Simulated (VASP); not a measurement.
Wanted: the native input for a VASP 6.6.1 run.

- Task: single point
- Functional: r2SCAN
- Potentials or basis: VASP PAW PBE potentials, release 64 (Al, O)
- Cutoff: 520 eV
- k mesh: 6 × 6 × 6
- Occupations: gaussian, width 0.01 eV
- Spin: no spin polarisation
- Dipole correction: no
- Further INCAR settings: ALGO = Normal; EDIFF = 1e-07; NBANDS = 35

The system is Al2O3.

```
Al O
1.0
     2.37936    1.37372    4.33159
    -2.37936    1.37372    4.33159
     0.00000   -2.74745    4.33159
Al O
4 6
Direct
  0.14809 0.14809 0.14809
  0.35191 0.35191 0.35191
  0.64809 0.64809 0.64809
  0.85191 0.85191 0.85191
  0.94363 0.55637 0.25000
  0.44363 0.75000 0.05637
  0.55637 0.25000 0.94363
  0.25000 0.94363 0.55637
  0.75000 0.05637 0.44363
  0.05637 0.44363 0.75000
```

The input as run:

POSCAR

```
Al2O3
1.0
    2.3793611047      1.3737247743      4.3315925792
   -2.3793611047      1.3737247743      4.3315925792
    0.0000000000     -2.7474495486      4.3315925792
Al O
4 6
Direct
    0.1480885927      0.1480885927      0.1480885927
    0.3519114073      0.3519114073      0.3519114073
    0.6480885927      0.6480885927      0.6480885927
    0.8519114073      0.8519114073      0.8519114073
    0.9436338431      0.5563661569      0.2500000000
    0.4436338431      0.7500000000      0.0563661569
    0.5563661569      0.2500000000      0.9436338431
    0.2500000000      0.9436338431      0.5563661569
    0.7500000000      0.0563661569      0.4436338431
    0.0563661569      0.4436338431      0.7500000000
```

INCAR.step1

```
  ALGO = Normal
  EDIFF = 1E-4
  ENCUT = 520
  GGA = PE
  ISMEAR = 0
  LASPH = T
  LCHARG = F
  LREAL = F
  LWAVE = T
  NBANDS = 35
  NELM = 60
  PREC = Accurate
  SIGMA = 0.01
```

INCAR.step2

```
  ALGO = Normal
  EDIFF = 1E-7
  ENCUT = 520
  ISIF = 2
  ISMEAR = 0
  ISTART = 1
  LASPH = T
  LCHARG = F
  LMIXTAU = T
  LREAL = F
  LWAVE = F
  METAGGA = R2SCAN
  NBANDS = 35
  NELM = 60
  PREC = Accurate
  SIGMA = 0.01
```

KPOINTS

```
k-points
0
Gamma
  6 6 6
```

Potentials or basis: VASP PAW PBE potentials, release 64 (Al, O).

Command:

```bash
$ cat potpaw_PBE.64/Al/POTCAR potpaw_PBE.64/O/POTCAR > POTCAR
$ cp INCAR.step1 INCAR
$ mpirun -np 1 vasp_std > vasp.out
$ cp INCAR.step2 INCAR
$ mpirun -np 1 vasp_std > vasp.out
```

Results of the run:

```yaml
Pressure: -0.5 GPa
Largest_force: 0.019 eV/Å
Band_gap_on_the_k_mesh: 7.16 eV
```

Caveat: the PAW data sets were made with another functional, which shifts forces and pressure a little.

It took 7.3 min on 1 thread of Intel Xeon 8259CL, on a shared host, peak memory 0.28 GiB.
